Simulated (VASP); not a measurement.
Set up this calculation in VASP 6.6.1, as the native input.

```yaml
Task: single point
Functional: PBEsol
Potentials_or_basis: VASP PAW PBE potentials, release 64 (Ti_sv, O)
Cutoff: 520 eV
k_mesh: 12 × 12 × 12
Occupations: gaussian, width 0.15 eV
Spin: no spin polarisation
Dipole_correction: no
Further_INCAR_settings: ALGO = Normal; EDIFF = 1e-06; NBANDS = 36
```

The structure of TiO lies in POSCAR:

```
TiO
1.0
    4.0335084229      0.0000000000      0.0000000000
    0.0000000000      4.0335084229      0.0000000000
    0.0000000000      0.0000000000      4.0335084229
Ti O
3 3
Direct
    0.5000000000      0.5000000000      0.0000000000
    0.0000000000      0.5000000000      0.5000000000
    0.5000000000      0.0000000000      0.5000000000
    0.0247923122      0.5000000000      0.0000000000
    0.5247923122      0.0000000000      0.0000000000
    0.0247923122      0.0000000000      0.5000000000
```

This cell differs from its parent crystal: all O atoms moved -0.100 Å, as atom 4 towards its neighbour atom 1 (Ti) at 2.017 Å.

These files were run (other wordings do the same):

INCAR

```
SYSTEM = TiO
PREC = Accurate
ENCUT = 520
EDIFF = 1E-6
ISMEAR = 0
SIGMA = 0.15
LREAL = .FALSE.
LASPH = .TRUE.
NELM = 100
ALGO = Normal
ISIF = 2
LWAVE = .FALSE.
LCHARG = .FALSE.
GGA = PS
NBANDS = 36
```

KPOINTS

```
regular mesh
0
G
  12 12 12
  0 0 0
```

Potentials or basis: VASP PAW PBE potentials, release 64 (Ti_sv, O).

Command:

```sh
$ cat potpaw_PBE.64/Ti_sv/POTCAR potpaw_PBE.64/O/POTCAR > POTCAR
$ mpirun -np 1 vasp_std > vasp.out
```

It gave:

```json
{
  "Pressure": "1.7 GPa",
  "Largest force": "1.207 eV/Å",
  "Band gap on the k mesh": "zero (band 27 reaches 8.81 eV, above the bottom of band 28 at 6.94 eV)"
}
```

Caveat: the cell differs from its parent crystal (all O atoms moved -0.100 Å, as atom 4 towards its neighbour atom 1 (Ti) at 2.017 Å); the PAW data sets were made with another functional, which shifts forces and pressure a little; semilocal functionals often make such compounds metallic where correlation or magnetic order opens a gap, which also shifts bond lengths.

Run time: 9.9 min on 1 thread of Oxide Virtual Turin-like Processor, with other jobs on the host, peak memory 0.4 GiB.
